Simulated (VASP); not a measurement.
Set up this calculation in VASP 6.6.1, as the native input.

| Property | Result |
| --- | --- |
| Task | single point |
| Functional | BLYP |
| Potentials or basis | VASP PAW PBE potentials, release 64 (C) |
| Cutoff | 520 eV |
| k mesh | 15 × 15 × 4 |
| Occupations | methfessel-paxton, width 0.1 eV |
| Spin | no spin polarisation |
| Dipole correction | no |
| Further INCAR settings | ALGO = Normal; EDIFF = 1e-07; NBANDS = 11 |

The structure of C lies in POSCAR:

```
C
1.0
    2.4561700000      0.0000000000      0.0000000000
   -1.2280850000      2.1271060000      0.0000000000
    0.0000000000      0.0000000000      8.5238030000
C
2
Direct
    0.3333333333      0.6666666667      0.0000000000
    0.6666666667      0.3333333333      0.0000000000
```

One way to write it, as run:

INCAR

```
SYSTEM = C
PREC     = Accurate       ! precision mode
ENCUT    = 520            ! plane-wave cutoff, eV
EDIFF    = 1E-7           ! SCF threshold, eV
ISMEAR   = 1              ! smearing method
SIGMA    = 0.1            ! smearing width, eV
LREAL    = .FALSE.        ! projectors in reciprocal space
LASPH    = .TRUE.         ! aspherical terms in the spheres
NELM     = 100            ! most SCF steps
ALGO     = Normal         ! electronic algorithm
ISIF     = 2              ! what is computed and relaxed
LWAVE    = .FALSE.        ! write WAVECAR
LCHARG   = .TRUE.         ! write CHGCAR
GGA      = B5             ! functional
ALDAX    = 1.0          
AGGAX    = 1.0          
AGGAC    = 1.0          
ALDAC    = 0.0          
LELF     = .TRUE.         ! ELF
LVHAR    = .TRUE.       
NBANDS   = 11             ! bands
```

KPOINTS

```
Automatic mesh
0
G
  15 15 4
  0 0 0
```

Potentials or basis: VASP PAW PBE potentials, release 64 (C).

Run with:

```console
$ cat potpaw_PBE.64/C/POTCAR > POTCAR
$ mpirun -np 1 vasp_std > vasp.out
```

It gave:

- Band gap on the k mesh: zero (filled and empty bands touch)

It took 29 s on 1 thread of Intel(R) Xeon(R) 6975P-C (Granite Rapids) (shared host), peak memory 0.16 GiB.
